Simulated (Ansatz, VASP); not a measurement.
# One calculation of Sb, two programs

INCAR

```
PREC = Accurate ; ENCUT = 600
EDIFF = 1E-6 ; ISMEAR = -1
SIGMA = 0.05 ; LREAL = F
LASPH = T ; NELM = 60
ALGO = Normal ; ISIF = 3
LWAVE = F ; LCHARG = F
GGA = PE ; IBRION = 2
NSW = 45 ; EDIFFG = -0.005
```

KPOINTS

```
regular mesh
0
Gamma
  15 15 15
```

Contents of POSCAR:

```
Sb
1.0
   -1.8932794350      1.8932794350      1.8932794350
    1.8932794350     -1.8932794350      1.8932794350
    1.8932794350      1.8932794350     -1.8932794350
Sb
1
Direct
    0.0000000000      0.0000000000      0.0000000000
```

Input for Ansatz:

```yaml
crystal:
  lattice:
    - [-1.893279435, 1.893279435, 1.893279435]
    - [1.893279435, -1.893279435, 1.893279435]
    - [1.893279435, 1.893279435, -1.893279435]
  atoms:
    - { symbol: Sb, position: [0.0, 0.0, 0.0] }
kpoints:
  mp_grid: { grid: [15, 15, 15] }
scf:
  occupations: { method: fermi_dirac, width: 0.05 }
hamiltonian:
  xc: pbe
  pseudopotentials:
    kind: all_electron
    lapw: { basis_error: 0.0005 }
    relativity: none
output:
  forces: true
  stress: true
  eigenvalues: true
  populations: true
relax:
  f_tol: 0.005
  max_steps: 25
  cell: {}
```

Alike in both runs: task relaxation of cell and atoms; functional PBE; k mesh 15 × 15 × 15; occupations fermi-dirac, width 0.05 eV; no spin polarisation.

```csv
,VASP,Ansatz
version,VASP 6.6.1,Ansatz 0.2.0
potentials or method,"VASP PAW PBE potentials, release 64 (Sb), cutoff 600 eV","all-electron LAPW, non-relativistic"
```

|  | VASP | Ansatz | Ansatz less VASP |
| --- | --- | --- | --- |
| relaxed volume (Å³/atom) | 27.07 | 27.22 | +0.149 |
| relaxed cell length with the largest relative difference (Å) | 3.276 | 3.282 | +0.0060 |

Ansatz ran all-electron here, and VASP with PAW potentials.

Neither program's run includes spin-orbit coupling.
